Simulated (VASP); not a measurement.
A run of VASP 6.6.1 is set up as follows.

The input INCAR:

```
SYSTEM = TiB2
PREC = Accurate ; ENCUT = 500
EDIFF = 1E-6 ; ISMEAR = 0
SIGMA = 0.1 ; LREAL = .False.
LASPH = .True. ; NELM = 120
ALGO = Normal ; ISIF = 2
LWAVE = .False. ; LCHARG = .False.
GGA = PS ; NBANDS = 16
GGA_COMPAT = .False.
```

Contents of KPOINTS:

```
regular mesh
0
Gamma
  6 6 4
  0 0 0
```

The input POSCAR:

```
TiB2
1.0
    3.0174023140      0.0000000029      0.0000000000
   -1.5087011595      2.6131470559      0.0000000000
    0.0000000000      0.0000000000      3.1843930487
Ti B
1 2
Direct
    0.0000000000      0.0000000000      0.0000000000
    0.3333333333      0.6666666667      0.5000000000
    0.6666666667      0.3333333333      0.5000000000
```

Potentials or basis: VASP PAW PBE potentials, release 64 (Ti_sv, B).

Run with:

```console
$ cat potpaw_PBE.64/Ti_sv/POTCAR potpaw_PBE.64/B/POTCAR > POTCAR
$ mpirun -np 1 vasp_std > vasp.out
```

Q: What does it give for the pressure?

A: 0.6 GPa.

Q: Estimate the band gap on the k mesh.

A: Zero (band 9 reaches 10.60 eV, above the bottom of band 10 at 9.88 eV).

Stress tensor (GPa, compression positive):
```
 2.22  0.00  0.00
 0.00  2.22  0.00
 0.00  0.00 -2.63
```

Caveat: the k points lie up to 0.49 Å⁻¹ apart; the PAW data sets were made with another functional, which shifts forces and pressure a little.
